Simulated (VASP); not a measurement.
**Sc2AsP2: single point with r2SCAN**

Sc2AsP2:

```
CELL_PARAMETERS angstrom
0.00000 3.92723 0.00000
3.92723 0.00000 0.00000
1.96361 1.96361 -6.30199
ATOMIC_POSITIONS crystal
As 0.00000 0.00000 0.00000
Sc 0.37706 0.37706 0.24588
Sc 0.62294 0.62294 0.75412
P 0.18472 0.18472 0.63056
P 0.81528 0.81528 0.36944
```

| Property | Result |
| --- | --- |
| Program | VASP 6.6.1 |
| Task | single point |
| Functional | r2SCAN |
| Potentials or basis | VASP PAW PBE potentials, release 64 (As, Sc_sv, P) |
| Cutoff | 520 eV |
| k mesh | 7 × 7 × 7 |
| Occupations | methfessel-paxton, width 0.247 eV |
| Spin | no spin polarisation |

The pressure is 0.5 GPa and the largest force is 0.024 eV/Å.

Forces in eV/Å, atoms in the order of the input:
```
As   0.000  0.000  0.000
Sc   0.000  0.000  0.024
Sc   0.000  0.000 -0.024
P    0.000  0.000 -0.020
P    0.000  0.000  0.020
```

Stress tensor (GPa, compression positive):
```
-11.86   0.00   0.00
  0.00 -11.86   0.00
  0.00   0.00  25.20
```

Levels at points of the mesh, in eV from the Fermi level:
```tsv
k point	band 16	band 17	band 18	band 19	band 20	band 21
(0.00, 0.00, 0.00)	-2.33	-2.16	0.12	0.13	1.35	1.35
```

It took 14 min on 1 thread of AMD EPYC 7R13, with other jobs on the host, peak memory 0.25 GiB.

Caveat: the PAW data sets were made with another functional, which shifts forces and pressure a little.
